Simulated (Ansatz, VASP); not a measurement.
One calculation of CdSiN2, two programs

```
CELL_PARAMETERS angstrom
2.96360 0.00000 0.00000
0.00000 2.96360 0.00000
0.00000 0.00000 5.11023
ATOMIC_POSITIONS crystal
Cd 0.00000 0.00000 0.00000
N 0.00000 0.50000 0.31797
N 0.50000 0.00000 0.68203
Si 0.50000 0.50000 0.50000
```

Change from the starting cell: biaxial_xy strain -2.3%.

Alike in both runs: task single point; functional PBE; k mesh 8 × 8 × 6; occupations fermi-dirac, width 0.02 eV; no spin polarisation.

|  | VASP | Ansatz |
| --- | --- | --- |
| version | VASP 6.6.1 | Ansatz 0.2.0 |
| potentials or method | VASP PAW PBE potentials, release 64 (Cd_sv_GW, N, Si) | plane waves, PAW |
| plane-wave cutoff (eV) | 700 | 420 |
| valence electrons in the cell | 34 | 34 |

VASP gave:

```
gap on the k mesh at the Fermi level (eV) : 1.35
pressure (GPa)                            : 14.3
rms of the force components (eV/Å)        : 0.043
```

Question: Which values does Ansatz return?

Answer: gap on the k mesh at the Fermi level (eV): 1.34; pressure (GPa): 14.4; rms of the force components (eV/Å): 0.049.
